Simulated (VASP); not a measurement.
# GaN (P6_3mc) in VASP: further runs

Runs on GaN. Level: PBEsol. Tasks: single point.

Program: VASP 6.6.1. These are calculated values, not measurements. Logs are shortened: lines on timing, memory, paths and dates and some standing lists are left out, and cuts for length are marked.

## 1. The cell of the first run

The structure is hexagonal, space group P6_3mc (No. 186). Conventional cell: a = 3.132 Å, b = 3.132 Å, c = 5.104 Å, α = 90.00°, β = 90.00°, γ = 120.00°. Within 2.5 Å of Ga (site symmetry 3m) lie 4 N at 1.92 Å. Within 2.5 Å of N (site symmetry 3m) lie 4 Ga at 1.92 Å.

## 2. Single point, PBEsol

Input file INCAR:

```
SYSTEM = GaN
  PREC = Accurate
  ENCUT = 520
  EDIFF = 1E-7
  ISMEAR = -1
  SIGMA = 0.05
  LREAL = .False.
  LASPH = .True.
  NELM = 80
  ALGO = Normal
  ISIF = 2
  LWAVE = .False.
  LCHARG = .False.
  GGA = PS
  NBANDS = 26
```

Input file KPOINTS:

```
regular mesh
0
Gamma
  10 10 5
  0 0 0
```

Input file POSCAR:

```
GaN
1.0
    3.1319966663      0.0000000000      0.0000000000
   -1.5659983332      2.7123886776      0.0000000000
    0.0000000000      0.0000000000      5.1044377962
Ga N
2 2
Direct
    0.6666666667      0.3333333333      0.4992884587
    0.3333333333      0.6666666667     -0.0007115413
    0.6666666667      0.3333333333      0.8757115413
    0.3333333333      0.6666666667      0.3757115413
```

Potentials or basis: VASP PAW PBE potentials, release 64 (Ga_d, N).

Command:

```sh
cat potpaw_PBE.64/Ga_d/POTCAR potpaw_PBE.64/N/POTCAR > POTCAR
mpirun -np 1 vasp_std > vasp.out
```

OUTCAR:

```text
SYSTEM = GaN
   PREC = Accurate
   ENCUT = 520
   EDIFF = 1E-7
   ISMEAR = -1
   LREAL = .False.
   LASPH = .True.
   NELM = 80
   ISIF = 2
   GGA = PS

 ion  position               nearest neighbor table
   1  0.667  0.333  0.499-   4 1.92   4 1.92   4 1.92   3 1.92
   2  0.333  0.667  0.999-   3 1.92   3 1.92   3 1.92   4 1.92
   3  0.667  0.333  0.876-   2 1.92   2 1.92   2 1.92   1 1.92
   4  0.333  0.667  0.376-   1 1.92   1 1.92   1 1.92   2 1.92

  LATTYP: Found a hexagonal cell.
 ALAT       =     3.1319966663
 C/A-ratio  =     1.6297711460

  Lattice vectors:

 A1 = (   3.1319966663,   0.0000000000,   0.0000000000)
 A2 = (  -1.5659983332,   2.7123886776,   0.0000000000)
 A3 = (   0.0000000000,   0.0000000000,   5.1044377962)

Analysis of symmetry for initial positions (statically):
=====================================================================
 Subroutine PRICEL returns:
 Original cell was already a primitive cell.

 Routine SETGRP: Setting up the symmetry group for a
 hexagonal supercell.

 Subroutine GETGRP returns: Found 12 space group operations
 (whereof  6 operations were pure point group operations)
 out of a pool of 24 trial point group operations.

The static configuration has the point symmetry C_3v.
 The point group associated with its full space group is C_6v.

Analysis of symmetry for dynamics (positions and initial velocities):
=====================================================================
 Subroutine PRICEL returns:
 Original cell was already a primitive cell.

 Routine SETGRP: Setting up the symmetry group for a
 hexagonal supercell.

 Subroutine GETGRP returns: Found 12 space group operations
 (whereof  6 operations were pure point group operations)
 out of a pool of 24 trial point group operations.

The dynamic configuration has the point symmetry C_3v.
 The point group associated with its full space group is C_6v.

 Subroutine INISYM returns: Found 12 space group operations
 (whereof  6 operations are pure point group operations),
 and found     1 'primitive' translations

----------------------------------------------------------------------------------------

                                     Primitive cell

  volume of cell :      43.3632

  direct lattice vectors                    reciprocal lattice vectors
     3.131996666  0.000000000  0.000000000     0.319285142  0.184339363  0.000000000
    -1.565998333  2.712388678  0.000000000     0.000000000  0.368678725  0.000000000
     0.000000000  0.000000000  5.104437796     0.000000000  0.000000000  0.195907961
[... 89 lines left out ...]
   LREAL  =      F    real-space projection
   EDIFFG = 0.1E-05   stopping-criterion for IOM
   NSW    =      0    number of steps for IOM
   IBRION =     -1    ionic relax: 0-MD 1-quasi-New 2-CG
   NFREE  =      0    steps in history (QN), initial steepest desc. (CG)
   ISIF   =      2    stress and relaxation
   ISYM   =      2    0-nonsym 1-usesym 2-fastsym
   POTIM  = 0.5000    time-step for ionic-motion
   TEBEG  =    0.0;   TEEND  =   0.0 temperature during run
   PSTRESS=    0.0 pullay stress
   NELECT =      36.0000    total number of electrons
   NUPDOWN=      -1.0000    fix difference up-down
   EMIN   =  10.00;   EMAX   =-10.00  energy-range for DOS
   EFERMI =   0.00;   METHOD = LEGACY
   ISMEAR =    -1;   SIGMA  =   0.05  broadening in eV -4-tet -1-fermi 0-gaus
   EFERMI_NEDOS =   21; number of points for ismear=-14 and -15
   IALGO  =     38    algorithm
   IMIX   =      4    mixing-type and parameters
     AMIX     =   0.40;   BMIX     =  1.00
     AMIX_MAG =   1.60;   BMIX_MAG =  1.00
  volume/ion in A,a.u.               =      10.84        73.16
  Fermi-wavevector in a.u.,A,eV,Ry     =   1.538634  2.907596 32.210353  2.367394
  Thomas-Fermi vector in A             =   2.644975
   LORBIT       =      0    0 simple, 1 ext, 2 COOP (PROOUT), +10 PAW based schemes
   GGA     = PS    functional components
   LHFCALC =     F    Hartree Fock is set to
   AEXX    =    0.0000 exact exchange contribution
   IVDW    =     0    specifies the selected vdW correction
   LEPSILON=     F    determine dielectric tensor
   LRPA    =     F    only Hartree local field effects (RPA)
 non-spin polarized calculation
  energy-cutoff  :      520.00
  volume of cell :       43.36
 maximum number of plane-waves:      1184
 NGX is ok and might be reduce to    24
   NGX = 11   NGY = 11   NGZ = 19

 number of electron      36.0000035 magnetization

 Free energy of the ion-electron system (eV)
  ---------------------------------------------------
  ext. energy  EPLUGINS =         0.00000000
  ---------------------------------------------------
  free energy    TOTEN  =       -26.20684763 eV

  energy without entropy =      -26.20684763  energy(sigma->0) =      -26.20684763

 E-fermi :   6.8017     XC(G=0): -12.1880

 val. band max:        5.7750789552   @ k =   0.0000   0.0000   0.0000
 cond. band min:       7.9849565132   @ k =   0.0000   0.0000   0.0000
 fundamental gap:      2.2098775580
 Fermi energy:         6.8017123939

 k-point     1 :       0.0000    0.0000    0.0000
  band No.  band energies     occupation
      1     -10.6718      2.00000
      2      -9.5442      2.00000
      3      -7.6843      2.00000
      4      -7.6663      2.00000
      5      -7.6663      2.00000
      6      -7.5934      2.00000
[... 685 lines left out ...]
     25      17.8689      0.00000
     26      19.5158      0.00000

 [... further k-points ...]

------------------------ aborting loop because EDIFF is reached ----------------------------------------

  FORCE on cell =-STRESS in cart. coord.  units (eV):
  Direction    XX          YY          ZZ          XY          YZ          ZX
  --------------------------------------------------------------------------------------
  -------------------------------------------------------------------------------------
  Total        2.6380233      2.6380233      2.6404535     -0.0000000      0.0000000      0.0000000
  in kB       97.4693532     97.4693532     97.5591439     -0.0000000      0.0000000      0.0000000
  external PRESSURE =      97.4992834 kB  Pullay stress =       0.0000000 kB

 VOLUME and BASIS-vectors are now :
 -----------------------------------------------------------------------------
  energy-cutoff  :      520.00
  volume of cell :       43.36
      direct lattice vectors                 reciprocal lattice vectors
     3.131996666  0.000000000  0.000000000     0.319285142  0.184339363  0.000000000
    -1.565998333  2.712388678  0.000000000     0.000000000  0.368678725  0.000000000
     0.000000000  0.000000000  5.104437796     0.000000000  0.000000000  0.195907961

 POSITION                                       TOTAL-FORCE (eV/Angst)
 -----------------------------------------------------------------------------------
      1.56600      0.90413      2.54859        -0.000000     -0.000000      0.000982
     -0.00000      1.80826      5.10081        -0.000000      0.000000      0.000982
      1.56600      0.90413      4.47002         0.000000     -0.000000     -0.000982
     -0.00000      1.80826      1.91780        -0.000000      0.000000     -0.000982
 -----------------------------------------------------------------------------------
    total drift:                               -0.000001     -0.000001      0.000572

  FREE ENERGIE OF THE ION-ELECTRON SYSTEM (eV)
  ---------------------------------------------------
  free  energy   TOTEN  =       -26.2068476337 eV

  energy  without entropy=      -26.2068476337  energy(sigma->0) =      -26.20684763
```

It took 32 s on 1 thread of AMD EPYC 9R45 (Zen 5), shared host; peak memory 0.15 GiB.

Results:

| Quantity | Value |
| --- | --- |
| Free energy | -26.2068 eV |
| Pressure | 9.7 GPa |
| Band gap on the k mesh | 2.21 eV, direct |

Levels at points of the mesh, in eV from the valence-band top:
| k point | band 16 | band 17 | band 18 | band 19 | band 20 | band 21 |
| --- | --- | --- | --- | --- | --- | --- |
| (0.00, 0.00, 0.00) | -0.05 | 0.00 | 0.00 | 2.21 | 4.53 | 9.38 |
| (0.50, 0.00, 0.00) | -2.96 | -2.41 | -1.08 | 5.08 | 5.76 | 6.10 |

Caveat: the PAW data sets were made with another functional, which shifts forces and pressure a little.

## 3. Single point, PBEsol

This run uses another cell than the first one, of 11.09 Å³/atom, 1.023 times its volume.

Input file INCAR:

```
  PREC = Accurate
  ENCUT = 520
  EDIFF = 1E-6
  ISMEAR = -1
  SIGMA = 0.05
  LREAL = F
  LASPH = T
  NELM = 80
  ALGO = Normal
  ISIF = 2
  LWAVE = F
  LCHARG = F
  GGA = PS
  NBANDS = 26
```

Input file KPOINTS:

```
Automatic mesh
0
Gamma
  10 10 5
```

Input file POSCAR:

```
GaN
1.0
    3.1559124947      0.0000000000      0.0000000000
   -1.5779562473      2.7331003925      0.0000000000
    0.0000000000      0.0000000000      5.1425292098
Ga N
2 2
Direct
    0.6666666667      0.3333333333      0.4992424836
    0.3333333333      0.6666666667     -0.0007575164
    0.6666666667      0.3333333333      0.8757575164
    0.3333333333      0.6666666667      0.3757575164
```

Potentials or basis: VASP PAW PBE potentials, release 64 (Ga_d, N).

Command:

```sh
cat potpaw_PBE.64/Ga_d/POTCAR potpaw_PBE.64/N/POTCAR > POTCAR
mpirun -np 1 vasp_std > vasp.out
```

It took 29 s on 1 thread of AMD EPYC 9R45 (Zen 5), shared host; peak memory 0.15 GiB.

The run converged. Its results:

```
Free energy            : -26.2522 eV
Pressure               : 4.8 GPa
Band gap on the k mesh : 2.06 eV, direct
```

Levels at points of the mesh, in eV from the valence-band top:
```csv
k point,band 14,band 15,band 16,band 17,band 18,band 19,band 20,band 21,band 22,band 23
"(0.00, 0.00, 0.00)",-1.08,-1.08,-0.05,0.00,0.00,2.06,4.38,9.26,9.96,9.96
"(0.50, 0.00, 0.00)",-5.44,-4.39,-2.88,-2.33,-1.05,5.02,5.65,6.02,8.78,10.44
```

Caveat: the PAW data sets were made with another functional, which shifts forces and pressure a little.
